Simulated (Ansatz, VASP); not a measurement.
## One calculation of BaS, two programs

```
CELL_PARAMETERS angstrom
0.08209 3.22965 3.22965
3.22965 0.08209 3.22965
3.22965 3.22965 0.08209
ATOMIC_POSITIONS crystal
Ba 0.00000 0.00000 0.00000
S 0.50000 0.50000 0.50000
```

Change from the starting cell: epitaxial_111 strain -2.0%.

Alike in both runs: task single point; functional r2SCAN; k mesh 8 × 8 × 8; no spin polarisation.

|  | VASP | Ansatz |
| --- | --- | --- |
| version | VASP 6.6.1 | Ansatz 0.2.0 |
| potentials or method | VASP PAW PBE potentials, release 64 (Ba_sv, S) | plane waves, PAW |
| plane-wave cutoff (eV) | 520 | 500 |
| occupations | gaussian, width 0.01 eV | fixed |
| valence electrons in the cell | 16 | 16 |

Ansatz gave:

```
gap on the k mesh at the Fermi level (eV)                     : 2.51
pressure (GPa)                                                : 1.0
traceless stress, the component that is largest in VASP (GPa) : -0.51
```

Problem. Estimate VASP's values.

Solution. gap on the k mesh at the Fermi level (eV): 2.41; pressure (GPa): 1.6; traceless stress, the component that is largest in VASP (GPa): -0.52.

VASP's potentials were made for PBE, not for r2SCAN.

Spin-orbit coupling is off throughout.
